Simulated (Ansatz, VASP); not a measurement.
**RbTi in VASP and in Ansatz**

```
Rb Ti
1.0
     4.00638    0.00000    0.00000
     0.00000    4.00638    0.00000
     0.00000    0.00000    4.00638
Rb Ti
1 1
Cartesian
  0.0000 0.0000 0.0000
  2.0032 2.0032 2.0032
```

Alike in both runs: functional PBEsol; k mesh 10 × 10 × 10; occupations fermi-dirac, width 0.03 eV; no spin polarisation.

Ansatz relaxed the structure, and its values are those at the end. VASP's run is a single point on that final structure, the one shown.

|  | VASP | Ansatz |
| --- | --- | --- |
| version | VASP 6.6.1 | Ansatz 0.2.0 |
| potentials or method | VASP PAW PBE potentials, release 64 (Rb_sv, Ti_sv) | PAW with Ansatz's default frozen-core files, scalar-relativistic |
| plane-wave cutoff (eV) | 520 | 420 |
| valence electrons in the cell | 21 | 21 |

VASP gave:

* pressure (GPa): 0.1

What did Ansatz give for the same quantities?

Pressure (GPa): 0.0.

VASP's potentials were made for PBE, not for PBEsol. With one functional, cell and mesh, what is left measures potentials, basis and numerics.
